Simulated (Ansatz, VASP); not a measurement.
SiF: VASP beside Ansatz

```
Si F
1.0
     2.52699    0.00000    0.00000
     0.00000    2.52699    0.00000
     0.00000    0.00000    3.88335
Si F
1 1
Direct
  0.50000 0.50000 0.50000
  0.00000 0.00000 0.00000
```

Change from the starting cell: species swapped into the TiNi type (P4/mmm, No. 123).

Alike in both runs: functional PBE; k mesh 7 × 7 × 5; occupations gaussian, width 0.2 eV; no spin polarisation.

Ansatz relaxed the structure, and its values are those at the end. VASP's run is a single point on that final structure, the one shown.

|  | VASP | Ansatz |
| --- | --- | --- |
| version | VASP 6.6.1 | Ansatz 0.2.0 |
| potentials or method | VASP PAW PBE potentials, release 64 (Si, F), cutoff 600 eV | scalar-relativistic, plane waves, PAW |
| valence electrons in the cell | 11 | 11 |

|  | VASP | Ansatz | Ansatz less VASP |
| --- | --- | --- | --- |
| gap on the k mesh at the Fermi level (eV) | none | none | - |
| pressure (GPa) | -0.5 | -0.3 | +0.22 |

A gap of «none» marks a metal or a gap that the smearing closes.
